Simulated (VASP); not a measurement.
# SnTe (F-43m) in VASP: notebook

The runs below take SnTe through single point, with LDA.

All numbers are computed with VASP 6.6.1; they aren't measurements. Logs are shortened: lines on timing, memory, paths and dates and some standing lists are left out, and cuts for length are marked.

## 1. The cell of the first run

It takes space group F-43m (No. 216, cubic). The conventional cell has a = 7.222 Å, b = 7.222 Å, c = 7.222 Å, α = 90.00°, β = 90.00°, γ = 90.00°. Te (site symmetry -43m) has 4 Sn at 3.13 Å within 4.1 Å. Within 4.1 Å of Sn (site symmetry -43m) lie 4 Te at 3.13 Å.

## 2. Single point, LDA

The input, INCAR:

```
PREC = Accurate
ENCUT = 520
EDIFF = 1E-6
ISMEAR = -1
SIGMA = 0.1
LREAL = F
LASPH = T
NELM = 100
ALGO = Normal
ISIF = 2
LWAVE = F
LCHARG = T
GGA = CA
LELF = T
LVHAR = T
NBANDS = 17
```

The input, KPOINTS:

```
regular mesh
0
Gamma
  9 9 9
```

The input, POSCAR:

```
SnTe
1.0
    0.0000000000      3.6111460000      3.6111460000
    3.6111460000      0.0000000000      3.6111460000
    3.6111460000      3.6111460000      0.0000000000
Te Sn
1 1
Direct
    0.2500000000      0.2500000000      0.2500000000
    0.0000000000      0.0000000000      0.0000000000
```

Potentials or basis: VASP PAW LDA potentials, release 64 (Te, Sn_d).

The run is started by

```console
$ cat potpaw_LDA.64/Te/POTCAR potpaw_LDA.64/Sn_d/POTCAR > POTCAR
$ mpirun -np 1 vasp_std > vasp.out
```

OUTCAR:

```text
PREC = Accurate
   ENCUT = 520
   EDIFF = 1E-6
   ISMEAR = -1
   LREAL = F
   LASPH = T
   NELM = 100
   ISIF = 2
   GGA = CA

 ion  position               nearest neighbor table
   1  0.250  0.250  0.250-   2 3.13   2 3.13   2 3.13   2 3.13
   2  0.000  0.000  0.000-   1 3.13   1 3.13   1 3.13   1 3.13

  LATTYP: Found a face centered cubic cell.
 ALAT       =     7.2222920000

  Lattice vectors:

 A1 = (   0.0000000000,   3.6111460000,   3.6111460000)
 A2 = (   3.6111460000,   0.0000000000,   3.6111460000)
 A3 = (   3.6111460000,   3.6111460000,   0.0000000000)

Analysis of symmetry for initial positions (statically):
=====================================================================
 Subroutine PRICEL returns:
 Original cell was already a primitive cell.

 Routine SETGRP: Setting up the symmetry group for a
 face centered cubic supercell.

 Subroutine GETGRP returns: Found 24 space group operations
 (whereof 24 operations were pure point group operations)
 out of a pool of 48 trial point group operations.

The static configuration has the point symmetry T_d .

Analysis of symmetry for dynamics (positions and initial velocities):
=====================================================================
 Subroutine PRICEL returns:
 Original cell was already a primitive cell.

 Routine SETGRP: Setting up the symmetry group for a
 face centered cubic supercell.

 Subroutine GETGRP returns: Found 24 space group operations
 (whereof 24 operations were pure point group operations)
 out of a pool of 48 trial point group operations.

The dynamic configuration has the point symmetry T_d .

 Subroutine INISYM returns: Found 24 space group operations
 (whereof 24 operations are pure point group operations),
 and found     1 'primitive' translations

----------------------------------------------------------------------------------------

                                     Primitive cell

  volume of cell :      94.1814

  direct lattice vectors                    reciprocal lattice vectors
     0.000000000  3.611146000  3.611146000    -0.138460201  0.138460201  0.138460201
     3.611146000  0.000000000  3.611146000     0.138460201 -0.138460201  0.138460201
     3.611146000  3.611146000  0.000000000     0.138460201  0.138460201 -0.138460201

  length of vectors
     5.106931649  5.106931649  5.106931649     0.239820102  0.239820102  0.239820102

  position of ions in fractional coordinates (direct lattice)
     0.250000000  0.250000000  0.250000000
     0.000000000  0.000000000  0.000000000

  ion indices of the primitive-cell ions
   primitive index   ion index
                 1           1
                 2           2

----------------------------------------------------------------------------------------

 KPOINTS: regular mesh

Automatic generation of k-mesh.
 Grid dimensions read from file:
 generate k-points for:    9    9    9

 Generating k-lattice:

  Cartesian coordinates                     Fractional coordinates (reciprocal lattice)
    -0.015384467  0.015384467  0.015384467     0.111111111  0.000000000  0.000000000
     0.015384467 -0.015384467  0.015384467     0.000000000  0.111111111  0.000000000
     0.015384467  0.015384467 -0.015384467     0.000000000  0.000000000  0.111111111

  Length of vectors
     0.026646678  0.026646678  0.026646678

  Shift w.r.t. Gamma in fractional coordinates (k-lattice)
     0.000000000  0.000000000  0.000000000

 Subroutine IBZKPT returns following result:
 ===========================================

 Found     35 irreducible k-points:

 Following reciprocal coordinates:
            Coordinates               Weight
  0.000000  0.000000  0.000000      1.000000
  0.111111  0.000000  0.000000      8.000000
  0.222222  0.000000  0.000000      8.000000
  0.333333  0.000000  0.000000      8.000000
  0.444444  0.000000  0.000000      8.000000
  0.111111  0.111111  0.000000      6.000000
[... 16 lines left out ...]
 -0.333333  0.333333  0.000000     12.000000
  0.444444  0.444444  0.000000      6.000000
 [... further k-points ...]
   k-points           NKPTS =     35   k-points in BZ     NKDIM =     35   number of bands    NBANDS=     17
   number of dos      NEDOS =    301   number of ions     NIONS =      2
   total plane-waves  NPLWV =  64000
   dimension x,y,z NGX =    40 NGY =   40 NGZ =   40
   dimension x,y,z NGXF=    80 NGYF=   80 NGZF=   80
   ions per type =               1   1
   NGX,Y,Z   is equivalent  to a cutoff of  13.02, 13.02, 13.02 a.u.
   NGXF,Y,Z  is equivalent  to a cutoff of  26.04, 26.04, 26.04 a.u.
 SYSTEM =  unknown system
   PREC   = accura    normal or accurate (medium, high low for compatibility)
   ISTART =      0    job   : 0-new  1-cont  2-samecut
   ICHARG =      2    charge: 1-file 2-atom 10-const
   ISPIN  =      1    spin polarized calculation?
   LNONCOLLINEAR =      F non collinear calculations
   LSORBIT =      F    spin-orbit coupling
   LASPH  =      T    aspherical Exc in radial PAW
   ENCUT  =  520.0 eV  38.22 Ry    6.18 a.u.   9.50  9.50  9.50*2*pi/ulx,y,z
   NELM   =    100;   NELMIN=  2; NELMDL= -5     # of ELM steps
   EDIFF  = 0.1E-05   stopping-criterion for ELM
   LREAL  =      F    real-space projection
   EDIFFG = 0.1E-04   stopping-criterion for IOM
   NSW    =      0    number of steps for IOM
   IBRION =     -1    ionic relax: 0-MD 1-quasi-New 2-CG
   NFREE  =      0    steps in history (QN), initial steepest desc. (CG)
   ISIF   =      2    stress and relaxation
   ISYM   =      2    0-nonsym 1-usesym 2-fastsym
   POTIM  = 0.5000    time-step for ionic-motion
   TEBEG  =    0.0;   TEEND  =   0.0 temperature during run
   PSTRESS=    0.0 pullay stress
   NELECT =      20.0000    total number of electrons
   NUPDOWN=      -1.0000    fix difference up-down
   EMIN   =  10.00;   EMAX   =-10.00  energy-range for DOS
   EFERMI =   0.00;   METHOD = LEGACY
   ISMEAR =    -1;   SIGMA  =   0.10  broadening in eV -4-tet -1-fermi 0-gaus
   EFERMI_NEDOS =   21; number of points for ismear=-14 and -15
   IALGO  =     38    algorithm
   IMIX   =      4    mixing-type and parameters
     AMIX     =   0.40;   BMIX     =  1.00
     AMIX_MAG =   1.60;   BMIX_MAG =  1.00
  volume/ion in A,a.u.               =      47.09       317.78
  Fermi-wavevector in a.u.,A,eV,Ry     =   0.976704  1.845704 12.979296  0.953951
  Thomas-Fermi vector in A             =   2.107344
   LORBIT       =      0    0 simple, 1 ext, 2 COOP (PROOUT), +10 PAW based schemes
   GGA     = CA    functional components
   LHFCALC =     F    Hartree Fock is set to
   AEXX    =    0.0000 exact exchange contribution
   IVDW    =     0    specifies the selected vdW correction
   LEPSILON=     F    determine dielectric tensor
   LRPA    =     F    only Hartree local field effects (RPA)
 non-spin polarized calculation
  energy-cutoff  :      520.00
  volume of cell :       94.18
 maximum number of plane-waves:      2637
 NGX is ok and might be reduce to    40
   NGX = 19   NGY = 19   NGZ = 19

 number of electron      19.9999999 magnetization

 Free energy of the ion-electron system (eV)
  ---------------------------------------------------
  ext. energy  EPLUGINS =         0.00000000
  ---------------------------------------------------
  free energy    TOTEN  =        -8.00029670 eV

  energy without entropy =       -7.98640019  energy(sigma->0) =       -7.99334844

 E-fermi :   2.9381     XC(G=0):  -7.8091

 val. band max:        2.8268481443   @ k =  -0.3333   0.4444   0.2222
 cond. band min:       2.9558703116   @ k =   0.4444   0.4444   0.0000
 fundamental gap:      0.1290221673
 Fermi energy:         2.9380740669

 k-point     1 :       0.0000    0.0000    0.0000
  band No.  band energies     occupation
      1     -18.7785      2.00000
      2     -18.7785      2.00000
      3     -18.7785      2.00000
      4     -18.7681      2.00000
      5     -18.7681      2.00000
      6      -8.6464      2.00000
[... 9 lines left out ...]
     16       9.3622      0.00000
     17      10.4008      0.00000

 k-point     2 :       0.1111    0.0000    0.0000
  band No.  band energies     occupation
      1     -18.7786      2.00000
      2     -18.7783      2.00000
      3     -18.7783      2.00000
      4     -18.7680      2.00000
      5     -18.7680      2.00000
      6      -8.5942      2.00000
[... 9 lines left out ...]
     16       9.0009      0.00000
     17      10.0830      0.00000

 k-point     3 :       0.2222    0.0000    0.0000
  band No.  band energies     occupation
      1     -18.7790      2.00000
      2     -18.7778      2.00000
      3     -18.7778      2.00000
      4     -18.7680      2.00000
      5     -18.7680      2.00000
      6      -8.4519      2.00000
[... 9 lines left out ...]
     16       8.7401      0.00000
     17       9.8542      0.00000

 k-point     4 :       0.3333    0.0000    0.0000
  band No.  band energies     occupation
      1     -18.7794      2.00000
      2     -18.7774      2.00000
      3     -18.7774      2.00000
      4     -18.7679      2.00000
      5     -18.7679      2.00000
      6      -8.2679      2.00000
[... 9 lines left out ...]
     16       8.9476      0.00000
     17      10.0941      0.00000

 k-point     5 :       0.4444    0.0000    0.0000
  band No.  band energies     occupation
      1     -18.7797      2.00000
      2     -18.7771      2.00000
      3     -18.7771      2.00000
      4     -18.7679      2.00000
      5     -18.7679      2.00000
      6      -8.1303      2.00000
[... 9 lines left out ...]
     16       9.5585      0.00000
     17       9.5585      0.00000

 k-point     6 :       0.1111    0.1111    0.0000
  band No.  band energies     occupation
      1     -18.7788      2.00000
      2     -18.7781      2.00000
      3     -18.7781      2.00000
      4     -18.7681      2.00000
      5     -18.7679      2.00000
      6      -8.5766      2.00000
[... 9 lines left out ...]
     16       9.4823      0.00000
     17      10.6535      0.00000

 k-point     7 :       0.2222    0.1111    0.0000
  band No.  band energies     occupation
      1     -18.7792      2.00000
      2     -18.7777      2.00000
      3     -18.7777      2.00000
      4     -18.7682      2.00000
      5     -18.7679      2.00000
      6      -8.4634      2.00000
[... 9 lines left out ...]
     16       9.3601      0.00000
     17      10.3928      0.00000

 k-point     8 :       0.3333    0.1111    0.0000
  band No.  band energies     occupation
      1     -18.7796      2.00000
      2     -18.7774      2.00000
      3     -18.7772      2.00000
      4     -18.7681      2.00000
      5     -18.7678      2.00000
      6      -8.2902      2.00000
[... 9 lines left out ...]
     16       9.4378      0.00000
     17      10.3742      0.00000
[... 203 lines left out ...]
      1     -18.7797      2.00000
      2     -18.7772      2.00000
      3     -18.7770      2.00000
      4     -18.7680      2.00000
      5     -18.7679      2.00000
      6      -8.1979      2.00000
[... 9 lines left out ...]
     16       9.3278      0.00000
     17      11.0052      0.00000

 k-point    20 :       0.3333    0.3333    0.0000
  band No.  band energies     occupation
      1     -18.7810      2.00000
      2     -18.7763      2.00000
      3     -18.7763      2.00000
      4     -18.7686      2.00000
      5     -18.7674      2.00000
      6      -8.1256      2.00000
[... 9 lines left out ...]
     16      10.4264      0.00000
     17      12.2533      0.00000

 k-point    21 :       0.4444    0.3333    0.0000
  band No.  band energies     occupation
      1     -18.7813      2.00000
      2     -18.7760      2.00000
      3     -18.7760      2.00000
      4     -18.7686      2.00000
      5     -18.7674      2.00000
      6      -8.0007      2.00000
[... 9 lines left out ...]
     16      10.6410      0.00000
     17      11.4618      0.00000

 k-point    22 :      -0.4444    0.3333    0.0000
  band No.  band energies     occupation
      1     -18.7811      2.00000
      2     -18.7762      2.00000
      3     -18.7760      2.00000
      4     -18.7685      2.00000
      5     -18.7675      2.00000
      6      -7.9268      2.00000
[... 9 lines left out ...]
     16       9.8184      0.00000
     17      11.8299      0.00000

 k-point    23 :      -0.3333    0.3333    0.0000
  band No.  band energies     occupation
      1     -18.7805      2.00000
      2     -18.7765      2.00000
      3     -18.7763      2.00000
      4     -18.7683      2.00000
      5     -18.7677      2.00000
      6      -7.9496      2.00000
[... 9 lines left out ...]
     16      10.0590      0.00000
     17      11.7273      0.00000

 k-point    24 :       0.4444    0.4444    0.0000
  band No.  band energies     occupation
      1     -18.7818      2.00000
      2     -18.7756      2.00000
      3     -18.7756      2.00000
      4     -18.7688      2.00000
      5     -18.7672      2.00000
      6      -7.9236      2.00000
[... 9 lines left out ...]
     16      11.1742      0.00000
     17      11.2092      0.00000

 [... further k-points ...]

------------------------ aborting loop because EDIFF is reached ----------------------------------------

  FORCE on cell =-STRESS in cart. coord.  units (eV):
  Direction    XX          YY          ZZ          XY          YZ          ZX
  --------------------------------------------------------------------------------------
  -------------------------------------------------------------------------------------
  Total       -1.3136839     -1.3136839     -1.3136839     -0.0000000      0.0000000      0.0000000
  in kB      -22.3478787    -22.3478787    -22.3478787     -0.0000000      0.0000000      0.0000000
  external PRESSURE =     -22.3478787 kB  Pullay stress =       0.0000000 kB

 VOLUME and BASIS-vectors are now :
 -----------------------------------------------------------------------------
  energy-cutoff  :      520.00
  volume of cell :       94.18
      direct lattice vectors                 reciprocal lattice vectors
     0.000000000  3.611146000  3.611146000    -0.138460201  0.138460201  0.138460201
     3.611146000  0.000000000  3.611146000     0.138460201 -0.138460201  0.138460201
     3.611146000  3.611146000  0.000000000     0.138460201  0.138460201 -0.138460201

 POSITION                                       TOTAL-FORCE (eV/Angst)
 -----------------------------------------------------------------------------------
      1.80557      1.80557      1.80557        -0.000000     -0.000000     -0.000000
      0.00000      0.00000      0.00000         0.000000      0.000000      0.000000
 -----------------------------------------------------------------------------------
    total drift:                               -0.000000     -0.000000     -0.000000

  FREE ENERGIE OF THE ION-ELECTRON SYSTEM (eV)
  ---------------------------------------------------
  free  energy   TOTEN  =        -8.0002966966 eV

  energy  without entropy=       -7.9864001894  energy(sigma->0) =       -7.99334844
```

Run time: 20 s. Hardware: 1 thread of Intel Xeon 6975P-C (Granite Rapids), shared host; peak memory 0.23 GiB.

Results:

```
Free energy            : -8.0003 eV
Pressure               : -2.2 GPa
Band gap on the k mesh : 0.13 eV, indirect (least direct gap 0.75 eV)
```

Caveat: spin-orbit coupling is left out, which moves the levels of the heavy elements.

(Part 1 of 2 ends here.)
